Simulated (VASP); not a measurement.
The system is InPd.

```
In Pd
1.0
     3.27188    0.00000    0.00000
     0.00000    3.27188    0.00000
     0.00000    0.00000    3.27188
In Pd
1 1
Direct
  0.00000 0.00000 0.00000
  0.50000 0.50000 0.50000
```

- Program: VASP 6.6.1
- Task: relaxation of cell and atoms
- Functional: PBEsol
- Potentials or basis: VASP PAW PBE potentials, release 64 (In_d, Pd)
- Cutoff: 600 eV
- k mesh: 12 × 12 × 12
- Occupations: fermi-dirac, width 0.1 eV
- Spin: no spin polarisation

At the start: pressure -2.6 GPa; volume 17.51 Å³/atom.

Task: Where does the relaxation end?

Result: Over 13 steps the energy falls by 3.1 meV/atom and the volume is 17.15 Å³/atom (-2.1 %); space group Pm-3m (No. 221, to 0.1 Å) before and after.

Step by step:
```csv
step,energy change (eV),largest force (eV/Å),pressure (GPa),volume (Å³)
1,0.0000,0.0000,-2.64,35.03
2,0.0005,0.0000,3.09,33.58
3,-0.0062,0.0000,0.09,34.30
4,-0.0062,0.0000,-0.09,34.32
5,-0.0062,0.0000,-0.09,34.32
6,-0.0062,0.0000,-0.08,34.32
7,-0.0062,0.0000,-0.06,34.32
8,-0.0062,0.0000,-0.06,34.32
9,-0.0062,0.0000,-0.07,34.32
10,-0.0062,0.0000,-0.06,34.32
11,-0.0062,0.0000,-0.06,34.31
12,-0.0062,0.0000,-0.05,34.31
13,-0.0062,0.0000,0.02,34.30
```

Final structure:
```
CELL_PARAMETERS angstrom
3.24911 0.00000 0.00000
0.00000 3.24911 0.00000
0.00000 0.00000 3.24911
ATOMIC_POSITIONS crystal
In 0.00000 0.00000 0.00000
Pd 0.50000 0.50000 0.50000
```

Caveat: the PAW data sets were made with another functional, which shifts forces and pressure a little.
